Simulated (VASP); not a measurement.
# Cu in VASP: single point with PBE

Aim: the single point of Cu with PBE.

Program: VASP 6.6.1. These are calculated values, not measurements. Logs are shortened: lines on timing, memory, paths and dates and some standing lists are left out, and cuts for length are marked.

### 1 The cell of the first run

The typed cell holds 2 atoms: a = 2.502 Å, b = 2.502 Å, c = 4.173 Å, α = 90.00°, β = 90.00°, γ = 113.06°.

### 2 Single point, PBE

INCAR

```
SYSTEM = Cu
  PREC = Accurate
  ENCUT = 520
  EDIFF = 1E-6
  ISMEAR = 0
  SIGMA = 0.15
  LREAL = .FALSE.
  LASPH = .TRUE.
  NELM = 60
  ALGO = Fast
  ISIF = 2
  LWAVE = .FALSE.
  LCHARG = .FALSE.
  GGA = PE
  NBANDS = 18
```

KPOINTS

```
regular mesh
0
G
  14 14 8
  0 0 0
```

POSCAR

```
Cu
1.0
   -1.4755302431      1.4755302431      1.3795566846
    1.4755302431     -1.4755302431      1.3795566846
    2.9510604861      2.9510604861      0.0000000000
Cu
2
Direct
   -0.0551124378      0.0552436371      0.0000010808
    0.5551124378      0.4447563629      0.4999989192
```

Potentials or basis: VASP PAW PBE potentials, release 64 (Cu).

The run is started by

```
cat potpaw_PBE.64/Cu/POTCAR > POTCAR
mpirun -np 1 vasp_std > vasp.out
```

OUTCAR:

```text
SYSTEM = Cu
   PREC = Accurate
   ENCUT = 520
   EDIFF = 1E-6
   ISMEAR = 0
   LREAL = .FALSE.
   LASPH = .TRUE.
   NELM = 60
   ISIF = 2
   GGA = PE

 ion  position               nearest neighbor table
   1  0.945  0.055  0.000-   2 2.54   2 2.54   2 2.54   2 2.54   2 2.65   2 2.65
   2  0.555  0.445  0.500-   1 2.54   1 2.54   1 2.54   1 2.54   1 2.65   1 2.65

  LATTYP: Found a base centered orthorhombic cell.
 ALAT       =     2.7591133692
 B/A-ratio  =     1.5125981446
 C/A-ratio  =     1.5125981445

  Lattice vectors:

 A1 = (  -1.4755302431,   1.4755302431,   1.3795566846)
 A2 = (   1.4755302431,  -1.4755302431,   1.3795566846)
 A3 = (   2.9510604861,   2.9510604861,   0.0000000000)

Analysis of symmetry for initial positions (statically):
=====================================================================
 Subroutine PRICEL returns:
 Original cell was already a primitive cell.

 Routine SETGRP: Setting up the symmetry group for a
 base centered orthorhombic supercell.

 Subroutine GETGRP returns: Found  4 space group operations
 (whereof  2 operations were pure point group operations)
 out of a pool of  8 trial point group operations.

The static configuration has the point symmetry C_1h.
 The point group associated with its full space group is C_2h.

Analysis of symmetry for dynamics (positions and initial velocities):
=====================================================================
 Subroutine PRICEL returns:
 Original cell was already a primitive cell.

 Routine SETGRP: Setting up the symmetry group for a
 base centered orthorhombic supercell.

 Subroutine GETGRP returns: Found  4 space group operations
 (whereof  2 operations were pure point group operations)
 out of a pool of  8 trial point group operations.

The dynamic configuration has the point symmetry C_1h.
 The point group associated with its full space group is C_2h.

 Subroutine INISYM returns: Found  4 space group operations
 (whereof  2 operations are pure point group operations),
 and found     1 'primitive' translations

----------------------------------------------------------------------------------------

                                     Primitive cell

  volume of cell :      24.0285

  direct lattice vectors                    reciprocal lattice vectors
    -1.475530243  1.475530243  1.379556685    -0.169430617  0.169430617  0.362435270
     1.475530243 -1.475530243  1.379556685     0.169430617 -0.169430617  0.362435270
     2.951060486  2.951060486  0.000000000     0.169430617  0.169430617  0.000000000

  length of vectors
     2.501510672  2.501510672  4.173429763     0.434479911  0.434479911  0.239611077

  position of ions in fractional coordinates (direct lattice)
     0.944887562  0.055243637  0.000001081
     0.555112438  0.444756363  0.499998919

  ion indices of the primitive-cell ions
   primitive index   ion index
                 1           1
                 2           2

----------------------------------------------------------------------------------------

 KPOINTS: regular mesh

Automatic generation of k-mesh.
 Grid dimensions read from file:
 generate k-points for:   14   14    8

 Generating k-lattice:

  Cartesian coordinates                     Fractional coordinates (reciprocal lattice)
    -0.012102187  0.012102187  0.025888234     0.071428571 -0.000000000  0.000000000
     0.012102187 -0.012102187  0.025888234    -0.000000000  0.071428571  0.000000000
     0.021178827  0.021178827  0.000000000     0.000000000  0.000000000  0.125000000

  Length of vectors
     0.031034279  0.031034279  0.029951385

  Shift w.r.t. Gamma in fractional coordinates (k-lattice)
     0.000000000  0.000000000  0.000000000

 Subroutine IBZKPT returns following result:
 ===========================================

 Found    500 irreducible k-points:

 Following reciprocal coordinates:
            Coordinates               Weight
  0.000000  0.000000  0.000000      1.000000
  0.071429 -0.000000  0.000000      2.000000
 -0.000000  0.071429  0.000000      2.000000
  0.142857 -0.000000  0.000000      2.000000
 -0.000000  0.142857  0.000000      2.000000
  0.214286  0.000000  0.000000      2.000000
[... 16 lines left out ...]
  0.357143  0.071429  0.000000      2.000000
  0.071429  0.357143  0.000000      2.000000
 [... further k-points ...]
   k-points           NKPTS =    500   k-points in BZ     NKDIM =    500   number of bands    NBANDS=     18
   number of dos      NEDOS =    301   number of ions     NIONS =      2
   total plane-waves  NPLWV =  12800
   dimension x,y,z NGX =    20 NGY =   20 NGZ =   32
   dimension x,y,z NGXF=    40 NGYF=   40 NGZF=   64
   ions per type =               2
   NGX,Y,Z   is equivalent  to a cutoff of  13.29, 13.29, 12.75 a.u.
   NGXF,Y,Z  is equivalent  to a cutoff of  26.58, 26.58, 25.49 a.u.
 SYSTEM =  Cu
   PREC   = accura    normal or accurate (medium, high low for compatibility)
   ISTART =      0    job   : 0-new  1-cont  2-samecut
   ICHARG =      2    charge: 1-file 2-atom 10-const
   ISPIN  =      1    spin polarized calculation?
   LNONCOLLINEAR =      F non collinear calculations
   LSORBIT =      F    spin-orbit coupling
   LASPH  =      T    aspherical Exc in radial PAW
   ENCUT  =  520.0 eV  38.22 Ry    6.18 a.u.   4.65  4.65  7.76*2*pi/ulx,y,z
   NELM   =     60;   NELMIN=  2; NELMDL= -5     # of ELM steps
   EDIFF  = 0.1E-05   stopping-criterion for ELM
   LREAL  =      F    real-space projection
   EDIFFG = 0.1E-04   stopping-criterion for IOM
   NSW    =      0    number of steps for IOM
   IBRION =     -1    ionic relax: 0-MD 1-quasi-New 2-CG
   NFREE  =      0    steps in history (QN), initial steepest desc. (CG)
   ISIF   =      2    stress and relaxation
   ISYM   =      2    0-nonsym 1-usesym 2-fastsym
   POTIM  = 0.5000    time-step for ionic-motion
   TEBEG  =    0.0;   TEEND  =   0.0 temperature during run
   PSTRESS=    0.0 pullay stress
   NELECT =      22.0000    total number of electrons
   NUPDOWN=      -1.0000    fix difference up-down
   EMIN   =  10.00;   EMAX   =-10.00  energy-range for DOS
   EFERMI =   0.00;   METHOD = LEGACY
   ISMEAR =     0;   SIGMA  =   0.15  broadening in eV -4-tet -1-fermi 0-gaus
   EFERMI_NEDOS =   21; number of points for ismear=-14 and -15
   IALGO  =     68    algorithm
   IMIX   =      4    mixing-type and parameters
     AMIX     =   0.40;   BMIX     =  1.00
     AMIX_MAG =   1.60;   BMIX_MAG =  1.00
  volume/ion in A,a.u.               =      12.01        81.08
  Fermi-wavevector in a.u.,A,eV,Ry     =   1.589671  3.004042 34.382637  2.527053
  Thomas-Fermi vector in A             =   2.688484
   LORBIT       =      0    0 simple, 1 ext, 2 COOP (PROOUT), +10 PAW based schemes
   GGA     = PE    functional components
   LHFCALC =     F    Hartree Fock is set to
   AEXX    =    0.0000 exact exchange contribution
   IVDW    =     0    specifies the selected vdW correction
   LEPSILON=     F    determine dielectric tensor
   LRPA    =     F    only Hartree local field effects (RPA)
 non-spin polarized calculation
 RMM-DIIS sequential band-by-band and
 Gauss-broadening in eV      SIGMA  =   0.15
  energy-cutoff  :      520.00
  volume of cell :       24.03
 maximum number of plane-waves:       662
   NGX =  9   NGY =  9   NGZ = 15

 number of electron      22.0000003 magnetization

 Free energy of the ion-electron system (eV)
  ---------------------------------------------------
  ext. energy  EPLUGINS =         0.00000000
  ---------------------------------------------------
  free energy    TOTEN  =        -7.40046659 eV

  energy without entropy =       -7.39158165  energy(sigma->0) =       -7.39602412

 E-fermi :   7.3794     XC(G=0): -12.6259

 val. band max:        7.3729513067   @ k =   0.5000   0.1429   0.2500
 cond. band min:       7.3873539149   @ k =   0.2857   0.5000  -0.1250
 fundamental gap:      0.0144026081
 Fermi energy:         7.3794305357

 k-point     1 :       0.0000    0.0000    0.0000
  band No.  band energies     occupation
      1      -1.8436      2.00000
      2       2.3990      2.00000
      3       3.9136      2.00000
      4       4.3360      2.00000
      5       4.3474      2.00000
      6       4.6347      2.00000
[... 10 lines left out ...]
     17      30.5117      0.00000
     18      31.5226      0.00000

 k-point     2 :       0.0714   -0.0000    0.0000
  band No.  band energies     occupation
      1      -1.6911      2.00000
      2       2.4857      2.00000
      3       3.9044      2.00000
      4       4.3265      2.00000
      5       4.4016      2.00000
      6       4.6049      2.00000
[... 10 lines left out ...]
     17      31.0472      0.00000
     18      31.6837      0.00000

 k-point     3 :      -0.0000    0.0714    0.0000
  band No.  band energies     occupation
      1      -1.6911      2.00000
      2       2.4857      2.00000
      3       3.9044      2.00000
      4       4.3269      2.00000
      5       4.4013      2.00000
      6       4.6050      2.00000
[... 10 lines left out ...]
     17      31.0377      0.00000
     18      31.3699      0.00000

 k-point     4 :       0.1429   -0.0000    0.0000
  band No.  band energies     occupation
      1      -1.2401      2.00000
      2       2.7198      2.00000
      3       3.8702      2.00000
      4       4.2899      2.00000
      5       4.4435      2.00000
      6       4.5689      2.00000
[... 10 lines left out ...]
     17      28.9778      0.00000
     18      30.5977      0.00000

 k-point     5 :      -0.0000    0.1429    0.0000
  band No.  band energies     occupation
      1      -1.2401      2.00000
      2       2.7198      2.00000
      3       3.8703      2.00000
      4       4.2902      2.00000
      5       4.4435      2.00000
      6       4.5686      2.00000
[... 10 lines left out ...]
     17      28.9775      0.00000
     18      30.5978      0.00000

 k-point     6 :       0.2143    0.0000    0.0000
  band No.  band energies     occupation
      1      -0.5145      2.00000
      2       3.0088      2.00000
      3       3.8271      2.00000
      4       4.0621      2.00000
      5       4.2386      2.00000
      6       4.5882      2.00000
[... 10 lines left out ...]
     17      26.4068      0.00000
     18      29.1282      0.00000

 k-point     7 :       0.0000    0.2143    0.0000
  band No.  band energies     occupation
      1      -0.5145      2.00000
      2       3.0087      2.00000
      3       3.8273      2.00000
      4       4.0619      2.00000
      5       4.2388      2.00000
      6       4.5885      2.00000
[... 10 lines left out ...]
     17      26.4067      0.00000
     18      29.1277      0.00000

 k-point     8 :       0.2857    0.0000    0.0000
  band No.  band energies     occupation
      1       0.4310      2.00000
      2       3.1746      2.00000
      3       3.7160      2.00000
      4       3.8549      2.00000
      5       4.2197      2.00000
      6       4.4488      2.00000
[... 10 lines left out ...]
     17      23.7166      0.00000
     18      28.0345      0.00000
[... 229 lines left out ...]
     17      25.5263      0.00000
     18      29.0694      0.00000

 k-point    20 :       0.0714    0.2143    0.0000
  band No.  band energies     occupation
      1      -0.0485      2.00000
      2       3.1357      2.00000
      3       3.7342      2.00000
      4       3.9330      2.00000
      5       4.2806      2.00000
      6       4.5091      2.00000
[... 10 lines left out ...]
     17      25.5265      0.00000
     18      29.0684      0.00000

 k-point    21 :       0.2857    0.0714    0.0000
  band No.  band energies     occupation
      1       0.9418      2.00000
      2       3.1966      2.00000
      3       3.6289      2.00000
      4       3.8390      2.00000
      5       4.3183      2.00000
      6       4.4280      2.00000
[... 10 lines left out ...]
     17      22.7460      0.00000
     18      28.6151      0.00000

 k-point    22 :       0.0714    0.2857    0.0000
  band No.  band energies     occupation
      1       0.9417      2.00000
      2       3.1964      2.00000
      3       3.6286      2.00000
      4       3.8392      2.00000
      5       4.3185      2.00000
      6       4.4286      2.00000
[... 10 lines left out ...]
     17      22.7464      0.00000
     18      28.6164      0.00000

 k-point    23 :       0.3571    0.0714    0.0000
  band No.  band energies     occupation
      1       1.9262      2.00000
      2       3.1349      2.00000
      3       3.4268      2.00000
      4       3.9611      2.00000
      5       4.3037      2.00000
      6       4.4190      2.00000
[... 10 lines left out ...]
     17      20.6772      0.00000
     18      28.4689      0.00000

 k-point    24 :       0.0714    0.3571    0.0000
  band No.  band energies     occupation
      1       1.9260      2.00000
      2       3.1348      2.00000
      3       3.4264      2.00000
      4       3.9615      2.00000
      5       4.3045      2.00000
      6       4.4191      2.00000
[... 10 lines left out ...]
     17      20.6776      0.00000
     18      28.4333      0.00000

 [... further k-points ...]

------------------------ aborting loop because EDIFF is reached ----------------------------------------

  FORCE on cell =-STRESS in cart. coord.  units (eV):
  Direction    XX          YY          ZZ          XY          YZ          ZX
  --------------------------------------------------------------------------------------
  -------------------------------------------------------------------------------------
  Total        0.3633884      0.3633884     -0.2112321     -0.2543783      0.0002676     -0.0002676
  in kB       24.2301353     24.2301353    -14.0846082    -16.9615258      0.0178441     -0.0178438
  external PRESSURE =      11.4585542 kB  Pullay stress =       0.0000000 kB

 VOLUME and BASIS-vectors are now :
 -----------------------------------------------------------------------------
  energy-cutoff  :      520.00
  volume of cell :       24.03
      direct lattice vectors                 reciprocal lattice vectors
    -1.475530243  1.475530243  1.379556685    -0.169430617  0.169430617  0.362435270
     1.475530243 -1.475530243  1.379556685     0.169430617 -0.169430617  0.362435270
     2.951060486  2.951060486  0.000000000     0.169430617  0.169430617  0.000000000

 POSITION                                       TOTAL-FORCE (eV/Angst)
 -----------------------------------------------------------------------------------
     -1.31269      1.31270      1.37974         0.004805     -0.004805     -0.000742
      1.31269      1.63836      1.37938        -0.004805      0.004805      0.000742
 -----------------------------------------------------------------------------------
    total drift:                                0.000428      0.000348     -0.000701

  FREE ENERGIE OF THE ION-ELECTRON SYSTEM (eV)
  ---------------------------------------------------
  free  energy   TOTEN  =        -7.4004665928 eV

  energy  without entropy=       -7.3915816459  energy(sigma->0) =       -7.39602412
```

Wall time 100 s (1 thread of AMD EPYC 9R45 (Zen 5), shared host); peak memory 0.25 GiB.

Results:

- Free energy: -7.4005 eV
- Pressure: 1.1 GPa
- Largest force: 0.007 eV/Å
- Band gap on the k mesh: zero (bands 11 and 12 overlap by 6.03 eV)

Forces on the atoms (eV/Å):
```
Cu   0.005 -0.005 -0.001
Cu  -0.005  0.005  0.001
```
